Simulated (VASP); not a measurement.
# Ti (Im-3m) in VASP: a series of runs, part 2 of 2

VASP 6.6.1. Earlier steps stand in the parts before.

## 3. Relaxation of cell and atoms, PBE, target pressure 25 GPa, at which the enthalpy is minimised

This run uses another cell than the first one, of 14.46 Å³/atom, 1.084 times its volume.

INCAR

```
PREC = Accurate
ENCUT = 600
EDIFF = 1E-6
ISMEAR = 0
SIGMA = 0.1
LREAL = False
LASPH = True
NELM = 100
ALGO = Fast
ISIF = 3
LWAVE = False
LCHARG = False
GGA = PE
IBRION = 2
NSW = 70
EDIFFG = -0.008
PSTRESS = 250.0
```

KPOINTS

```
regular mesh
0
Gamma
  20 20 20
```

POSCAR

```
Ti
1.0
   -1.5349112896      1.5349112896      1.5349112896
    1.5349112896     -1.5349112896      1.5349112896
    1.5349112896      1.5349112896     -1.5349112896
Ti
1
Direct
    0.0000000000      0.0000000000      0.0000000000
```

Potentials or basis: VASP PAW PBE potentials, release 64 (Ti_sv).

Launch:

```bash
> cat potpaw_PBE.64/Ti_sv/POTCAR > POTCAR
> mpirun -np 1 vasp_std > vasp.out
```

OUTCAR:

```text
PREC = Accurate
   ENCUT = 600
   EDIFF = 1E-6
   ISMEAR = 0
   LREAL = False
   LASPH = True
   NELM = 100
   ISIF = 3
   GGA = PE
   IBRION = 2
   NSW = 70
   EDIFFG = -0.008
   PSTRESS = 250.0

 ion  position               nearest neighbor table
   1  0.000  0.000  0.000-

  LATTYP: Found a body centered cubic cell.
 ALAT       =     3.0698225792

  Lattice vectors:

 A1 = (  -1.5349112896,   1.5349112896,   1.5349112896)
 A2 = (   1.5349112896,  -1.5349112896,   1.5349112896)
 A3 = (   1.5349112896,   1.5349112896,  -1.5349112896)

Analysis of symmetry for initial positions (statically):
=====================================================================
 Subroutine PRICEL returns:
 Original cell was already a primitive cell.

 Routine SETGRP: Setting up the symmetry group for a
 body centered cubic supercell.

 Subroutine GETGRP returns: Found 48 space group operations
 (whereof 48 operations were pure point group operations)
 out of a pool of 48 trial point group operations.

The static configuration has the point symmetry O_h .

Analysis of symmetry for dynamics (positions and initial velocities):
=====================================================================
 Subroutine PRICEL returns:
 Original cell was already a primitive cell.

 Routine SETGRP: Setting up the symmetry group for a
 body centered cubic supercell.

 Subroutine GETGRP returns: Found 48 space group operations
 (whereof 48 operations were pure point group operations)
 out of a pool of 48 trial point group operations.

The dynamic configuration has the point symmetry O_h .

 Subroutine INISYM returns: Found 48 space group operations
 (whereof 48 operations are pure point group operations),
 and found     1 'primitive' translations

----------------------------------------------------------------------------------------

                                     Primitive cell

  volume of cell :      14.4647

  direct lattice vectors                    reciprocal lattice vectors
    -1.534911290  1.534911290  1.534911290     0.000000000  0.325751725  0.325751725
     1.534911290 -1.534911290  1.534911290     0.325751725  0.000000000  0.325751725
     1.534911290  1.534911290 -1.534911290     0.325751725  0.325751725  0.000000000

  length of vectors
     2.658544339  2.658544339  2.658544339     0.460682507  0.460682507  0.460682507

  position of ions in fractional coordinates (direct lattice)
     0.000000000  0.000000000  0.000000000

  ion indices of the primitive-cell ions
   primitive index   ion index
                 1           1

----------------------------------------------------------------------------------------

 KPOINTS: regular mesh

Automatic generation of k-mesh.
 Grid dimensions read from file:
 generate k-points for:   20   20   20

 Generating k-lattice:

  Cartesian coordinates                     Fractional coordinates (reciprocal lattice)
     0.000000000  0.016287586  0.016287586     0.050000000  0.000000000  0.000000000
     0.016287586  0.000000000  0.016287586     0.000000000  0.050000000  0.000000000
     0.016287586  0.016287586  0.000000000     0.000000000  0.000000000  0.050000000
[... 45 lines left out ...]
   NGX,Y,Z   is equivalent  to a cutoff of  15.01, 15.01, 15.01 a.u.
   NGXF,Y,Z  is equivalent  to a cutoff of  30.02, 30.02, 30.02 a.u.
 SYSTEM =  unknown system
   PREC   = accura    normal or accurate (medium, high low for compatibility)
   ISTART =      0    job   : 0-new  1-cont  2-samecut
   ICHARG =      2    charge: 1-file 2-atom 10-const
   ISPIN  =      1    spin polarized calculation?
   LNONCOLLINEAR =      F non collinear calculations
   LSORBIT =      F    spin-orbit coupling
   LASPH  =      T    aspherical Exc in radial PAW
   ENCUT  =  600.0 eV  44.10 Ry    6.64 a.u.   5.31  5.31  5.31*2*pi/ulx,y,z
   NELM   =    100;   NELMIN=  2; NELMDL= -5     # of ELM steps
   EDIFF  = 0.1E-05   stopping-criterion for ELM
   LREAL  =      F    real-space projection
   EDIFFG = -.8E-02   stopping-criterion for IOM
   NSW    =     70    number of steps for IOM
   IBRION =      2    ionic relax: 0-MD 1-quasi-New 2-CG
   NFREE  =      1    steps in history (QN), initial steepest desc. (CG)
   ISIF   =      3    stress and relaxation
   ISYM   =      2    0-nonsym 1-usesym 2-fastsym
   POTIM  = 0.5000    time-step for ionic-motion
   TEBEG  =    0.0;   TEEND  =   0.0 temperature during run
   PSTRESS=  250.0 pullay stress
   NELECT =      12.0000    total number of electrons
   NUPDOWN=      -1.0000    fix difference up-down
   EMIN   =  10.00;   EMAX   =-10.00  energy-range for DOS
   EFERMI =   0.00;   METHOD = LEGACY
   ISMEAR =     0;   SIGMA  =   0.10  broadening in eV -4-tet -1-fermi 0-gaus
   EFERMI_NEDOS =   21; number of points for ismear=-14 and -15
   IALGO  =     68    algorithm
   IMIX   =      4    mixing-type and parameters
     AMIX     =   0.40;   BMIX     =  1.00
     AMIX_MAG =   1.60;   BMIX_MAG =  1.00
  volume/ion in A,a.u.               =      14.46        97.61
  Fermi-wavevector in a.u.,A,eV,Ry     =   1.538268  2.906905 32.195031  2.366268
  Thomas-Fermi vector in A             =   2.644660
   LORBIT       =      0    0 simple, 1 ext, 2 COOP (PROOUT), +10 PAW based schemes
   GGA     = PE    functional components
   LHFCALC =     F    Hartree Fock is set to
   AEXX    =    0.0000 exact exchange contribution
   IVDW    =     0    specifies the selected vdW correction
   LEPSILON=     F    determine dielectric tensor
   LRPA    =     F    only Hartree local field effects (RPA)
 conjugate gradient relaxation of ions
 non-spin polarized calculation
 RMM-DIIS sequential band-by-band and
 Gauss-broadening in eV      SIGMA  =   0.10
  energy-cutoff  :      600.00
  volume of cell :       14.46
 maximum number of plane-waves:       496
 NGX is ok and might be reduce to    24
   NGX = 11   NGY = 11   NGZ = 11

--------------------------------------- Ionic step        1  -------------------------------------------

 number of electron      12.0000000 magnetization

 Free energy of the ion-electron system (eV)
  ---------------------------------------------------
  ext. energy  EPLUGINS =         0.00000000
  ---------------------------------------------------
  free energy    TOTEN  =        -7.54494513 eV

  energy without entropy =       -7.53670926  energy(sigma->0) =       -7.54082720

------------------------ aborting loop because EDIFF is reached ----------------------------------------

  FORCE on cell =-STRESS in cart. coord.  units (eV):
  Direction    XX          YY          ZZ          XY          YZ          ZX
  --------------------------------------------------------------------------------------
  -------------------------------------------------------------------------------------
  Total        2.1654734      2.1654734      2.1654734     -0.0000000     -0.0000000      0.0000000
  in kB      239.8576691    239.8576691    239.8576691     -0.0000000     -0.0000000      0.0000000
  external PRESSURE =     -10.1423309 kB  Pullay stress =     250.0000000 kB
[... 61 lines left out ...]
--------------------------------------- Ionic step        3  -------------------------------------------

 number of electron      12.0000000 magnetization

 Free energy of the ion-electron system (eV)
  ---------------------------------------------------
  ext. energy  EPLUGINS =         0.00000000
  ---------------------------------------------------
  free energy    TOTEN  =        -7.53749373 eV

  energy without entropy =       -7.52930854  energy(sigma->0) =       -7.53340114

 E-fermi :  10.1683     XC(G=0): -12.3974

 val. band max:       10.1656956652   @ k =  -0.3000   0.3000   0.0500
 cond. band min:      10.1770338897   @ k =  -0.4500  -0.4500   0.1000
 fundamental gap:      0.0113382245
 Fermi energy:        10.1683236974

 k-point     1 :       0.0000    0.0000    0.0000
  band No.  band energies     occupation
      1     -46.0337      2.00000
      2     -21.5929      2.00000
      3     -21.5929      2.00000
      4     -21.5929      2.00000
      5       3.8818      2.00000
      6      11.3115      0.00000
      7      11.3115      0.00000
      8      11.3115      0.00000
      9      13.5123      0.00000
     10      13.5123      0.00000
[... 287 lines left out ...]
 k-point    24 :       0.2500    0.1000   -0.0000
  band No.  band energies     occupation
      1     -45.8449      2.00000
      2     -22.4092      2.00000
      3     -21.8491      2.00000
      4     -21.6415      2.00000
      5       6.8777      2.00000
      6      10.0551      1.89076
      7      10.3759      0.00334
      8      13.0923      0.00000
      9      13.8822      0.00000
     10      14.1304      0.00000

 [... further k-points ...]

------------------------ aborting loop because EDIFF is reached ----------------------------------------

  FORCE on cell =-STRESS in cart. coord.  units (eV):
  Direction    XX          YY          ZZ          XY          YZ          ZX
  --------------------------------------------------------------------------------------
  -------------------------------------------------------------------------------------
  Total        2.2512147      2.2512147      2.2512147      0.0000000      0.0000000     -0.0000000
  in kB      250.1942583    250.1942583    250.1942583      0.0000000      0.0000000     -0.0000000
  external PRESSURE =       0.1942583 kB  Pullay stress =     250.0000000 kB
[... 20 lines left out ...]
  energy  without entropy=       -7.5293085424  energy(sigma->0) =       -7.53340114

  enthalpy is  TOTEN    =        -5.2880269267 eV   P V=        2.2494668038

 reached required accuracy - stopping structural energy minimisation
```

It took 97 s on 1 thread of Intel Xeon 6975P-C (Granite Rapids), shared host; peak memory 0.19 GiB.

What came out:

| Item | Value |
| --- | --- |
| Free energy | -7.5375 eV |
| Relaxed volume | 14.42 Å³/atom |
| Relaxed cell | a = 2.656 Å, b = 2.656 Å, c = 2.656 Å, α = 109.47°, β = 109.47°, γ = 109.47° |
| Space group after relaxing (to 0.05 Å) | Im-3m (No. 229) |
| Energy change on relaxing (the enthalpy is what falls) | +7.5 meV/atom |
| Ionic steps | 3 |
| Pressure after relaxing | 25.0 GPa |
| Band gap on the k mesh | zero (band 6 reaches 11.31 eV, above the bottom of band 7 at 9.43 eV) |

Step by step:
```
step  energy change (eV)  largest force (eV/Å)  pressure (GPa)  volume (Å³)
   1              0.0000                0.0000           23.99        14.46
   2              0.0304                0.0000           26.20        14.27
   3              0.0075                0.0000           25.02        14.42
```

Final structure:
```
Ti
1.0
    -1.53319    1.53319    1.53319
     1.53319   -1.53319    1.53319
     1.53319    1.53319   -1.53319
Ti
1
Cartesian
  0.0000 0.0000 0.0000
```

Caveat: the cell is relaxed towards a set pressure, so the enthalpy falls and the energy may rise.

## 4. Single point, LDA

This run uses another cell than the first one, of 17.25 Å³/atom, 1.293 times its volume.

INCAR

```
ALGO = Fast
EDIFF = 1E-6
ENCUT = 520
GGA = CA
ISIF = 2
ISMEAR = 0
LASPH = True
LCHARG = True
LELF = True
LREAL = False
LVHAR = True
LWAVE = False
NBANDS = 12
NELM = 80
PREC = Accurate
SIGMA = 0.1
```

KPOINTS

```
k-points
0
Gamma
  18 18 18
```

POSCAR

```
Ti
1.0
   -1.6277527636      1.6277527636      1.6277527636
    1.6277527636     -1.6277527636      1.6277527636
    1.6277527636      1.6277527636     -1.6277527636
Ti
1
Direct
    0.0000000000      0.0000000000      0.0000000000
```

Potentials or basis: VASP PAW LDA potentials, release 64 (Ti_sv).

Launch:

```bash
> cat potpaw_LDA.64/Ti_sv/POTCAR > POTCAR
> mpirun -np 1 vasp_std > vasp.out
```

Wall time 25 s (1 thread of Intel Xeon 6975P-C (Granite Rapids), shared host); peak memory 0.15 GiB.

It converged, with:

```yaml
Free_energy: -8.4250 eV
Pressure: -8.9 GPa
Band_gap_on_the_k_mesh: zero (band 6 reaches 8.87 eV, above the bottom of band 7 at 7.35 eV)
```

Levels at points of the mesh, in eV from the Fermi level:
| k point | band 3 | band 4 | band 5 | band 6 | band 7 | band 8 | band 9 | band 10 |
| --- | --- | --- | --- | --- | --- | --- | --- | --- |
| (0.00, 0.00, 0.00) | -32.04 | -32.04 | -5.88 | 0.96 | 0.96 | 0.96 | 2.75 | 2.75 |
| (0.50, 0.00, 0.00) | -32.26 | -32.04 | -2.46 | -0.44 | 1.26 | 2.73 | 3.08 | 4.30 |
| (0.50, 0.50, 0.50) | -32.52 | -32.52 | -2.12 | -2.12 | 3.94 | 3.94 | 3.94 | 8.45 |

## 5. Single point, r2SCAN

This run uses another cell than the first one, of 17.25 Å³/atom, 1.293 times its volume.

POSCAR is that of step 4.

INCAR.step1

```
SYSTEM = Ti
PREC = Accurate
ENCUT = 520
ISMEAR = 0
SIGMA = 0.1
LREAL = .FALSE.
LASPH = .TRUE.
NELM = 80
NBANDS = 12
GGA = PE
ALGO = Normal
EDIFF = 1E-4
LWAVE = .TRUE.
LCHARG = .FALSE.
```

INCAR.step2

```
SYSTEM = Ti
PREC = Accurate
ENCUT = 520
EDIFF = 1E-7
ISMEAR = 0
SIGMA = 0.1
LREAL = .FALSE.
LASPH = .TRUE.
NELM = 80
ALGO = Normal
ISIF = 2
LWAVE = .FALSE.
LCHARG = .FALSE.
METAGGA = R2SCAN
LMIXTAU = .TRUE.
NBANDS = 12
ISTART = 1
```

KPOINTS

```
Automatic mesh
0
G
  18 18 18
  0 0 0
```

Potentials or basis: VASP PAW PBE potentials, release 64 (Ti_sv).

Launch:

```bash
> cat potpaw_PBE.64/Ti_sv/POTCAR > POTCAR
> cp INCAR.step1 INCAR
> mpirun -np 1 vasp_std > vasp.out
> cp INCAR.step2 INCAR
> mpirun -np 1 vasp_std > vasp.out
```

OUTCAR:

```text
SYSTEM = Ti
   PREC = Accurate
   ENCUT = 520
   EDIFF = 1E-7
   ISMEAR = 0
   LREAL = .FALSE.
   LASPH = .TRUE.
   NELM = 80
   ISIF = 2
   METAGGA = R2SCAN
   ISTART = 1

 ion  position               nearest neighbor table
   1  0.000  0.000  0.000-

  LATTYP: Found a body centered cubic cell.
 ALAT       =     3.2555055272

  Lattice vectors:

 A1 = (  -1.6277527636,   1.6277527636,   1.6277527636)
 A2 = (   1.6277527636,  -1.6277527636,   1.6277527636)
 A3 = (   1.6277527636,   1.6277527636,  -1.6277527636)

Analysis of symmetry for initial positions (statically):
=====================================================================
 Subroutine PRICEL returns:
 Original cell was already a primitive cell.

 Routine SETGRP: Setting up the symmetry group for a
 body centered cubic supercell.

 Subroutine GETGRP returns: Found 48 space group operations
 (whereof 48 operations were pure point group operations)
 out of a pool of 48 trial point group operations.

The static configuration has the point symmetry O_h .

Analysis of symmetry for dynamics (positions and initial velocities):
[... 168 lines left out ...]
      2     -25.4977      2.00000
      3     -25.4977      2.00000
      4     -25.4977      2.00000
      5       1.8387      2.00000
      6       9.3421      0.00000
      7       9.3421      0.00000
      8       9.3421      0.00000
      9      11.1372      0.00000
     10      11.1372      0.00000
     11      26.3298      0.00000
     12      26.3298      0.00000
[... 331 lines left out ...]
 k-point    24 :       0.3889    0.1111   -0.0000
  band No.  band energies     occupation
      1     -50.5611      2.00000
      2     -26.1628      2.00000
      3     -25.7365      2.00000
      4     -25.5330      2.00000
      5       5.8154      2.00000
      6       7.8925      1.99998
      7       8.5958      0.00000
      8      11.0692      0.00000
      9      11.6265      0.00000
     10      13.0290      0.00000
     11      17.7971      0.00000
     12      21.8310      0.00000

 [... further k-points ...]

------------------------ aborting loop because EDIFF is reached ----------------------------------------

  FORCE on cell =-STRESS in cart. coord.  units (eV):
  Direction    XX          YY          ZZ          XY          YZ          ZX
  --------------------------------------------------------------------------------------
  -------------------------------------------------------------------------------------
  Total        0.0036930      0.0036930      0.0036930      0.0000000      0.0000000      0.0000000
  in kB        0.3429736      0.3429736      0.3429736      0.0000000      0.0000000      0.0000000
  external PRESSURE =       0.3429736 kB  Pullay stress =       0.0000000 kB

 VOLUME and BASIS-vectors are now :
 -----------------------------------------------------------------------------
  energy-cutoff  :      520.00
  volume of cell :       17.25
      direct lattice vectors                 reciprocal lattice vectors
    -1.627752764  1.627752764  1.627752764     0.000000000  0.307171956  0.307171956
     1.627752764 -1.627752764  1.627752764     0.307171956  0.000000000  0.307171956
     1.627752764  1.627752764 -1.627752764     0.307171956  0.307171956  0.000000000

 POSITION                                       TOTAL-FORCE (eV/Angst)
 -----------------------------------------------------------------------------------
      0.00000      0.00000      0.00000         0.000000     -0.000000      0.000000
 -----------------------------------------------------------------------------------
    total drift:                                0.000000      0.000000      0.000000

  FREE ENERGIE OF THE ION-ELECTRON SYSTEM (eV)
  ---------------------------------------------------
  free  energy   TOTEN  =       -12.8195002870 eV

  energy  without entropy=      -12.8095643016  energy(sigma->0) =      -12.81453229
```

OUTCAR.step1:

```text
SYSTEM = Ti
   PREC = Accurate
   ENCUT = 520
   ISMEAR = 0
   LREAL = .FALSE.
   LASPH = .TRUE.
   NELM = 80
[... 577 lines left out ...]
 -----------------------------------------------------------------------------------
      0.00000      0.00000      0.00000        -0.000000     -0.000000     -0.000000
 -----------------------------------------------------------------------------------
    total drift:                               -0.000000      0.000000      0.000000

  FREE ENERGIE OF THE ION-ELECTRON SYSTEM (eV)
  ---------------------------------------------------
  free  energy   TOTEN  =        -7.7306121950 eV

  energy  without entropy=       -7.7194439635  energy(sigma->0) =       -7.72502808
```

It took 75 s on 1 thread of Intel Xeon 6975P-C (Granite Rapids), shared host; peak memory 0.17 GiB.

Results:

```yaml
Free_energy: -12.8195 eV
Pressure: 0.0 GPa
Band_gap_on_the_k_mesh: zero (band 6 reaches 9.34 eV, above the bottom of band 7 at 7.50 eV)
```

Levels at points of the mesh, in eV from the Fermi level:
```tsv
k point	band 2	band 3	band 4	band 5	band 6	band 7	band 8	band 9	band 10	band 11
(0.00, 0.00, 0.00)	-33.69	-33.69	-33.69	-6.36	1.15	1.15	1.15	2.94	2.94	18.13
(0.50, 0.00, 0.00)	-34.40	-33.91	-33.70	-2.60	-0.34	0.98	2.95	3.31	4.52	9.25
(0.50, 0.50, 0.50)	-34.17	-34.17	-34.17	-2.29	-2.29	4.16	4.16	4.16	8.81	8.81
```

Caveat: the PAW data sets were made with another functional, which shifts forces and pressure a little.

## 6. Overview

```csv
task,level,potentials or basis,cell,k mesh,cutoff (eV),gap on the mesh (eV),pressure (GPa)
relaxation of cell and atoms,PBE,"VASP PAW PBE potentials, release 64 (Ti_sv)","relaxed to 50 GPa from a = 2.588 Å, angles 109.5°, 1 atom",20 × 20 × 20,600,none,49.9
relaxation of cell and atoms,PBE,"VASP PAW PBE potentials, release 64 (Ti_sv)","relaxed to 25 GPa from a = 2.659 Å, angles 109.5°, 1 atom",20 × 20 × 20,600,none,25.0
single point,LDA,"VASP PAW LDA potentials, release 64 (Ti_sv)","a = 2.819 Å, angles 109.5°, 1 atom",18 × 18 × 18,520,none,-8.9
single point,r2SCAN,"VASP PAW PBE potentials, release 64 (Ti_sv)","a = 2.819 Å, angles 109.5°, 1 atom",18 × 18 × 18,520,none,0.0
```

Alike in all rows: no spin polarisation; smearing gaussian 0.1 eV.

Caveats: the cell is relaxed towards a set pressure, so the enthalpy falls and the energy may rise (some runs); the PAW data sets were made with another functional, which shifts forces and pressure a little (some runs).

Total energies depend on the potentials used, so only differences within one code and one set of settings carry meaning.
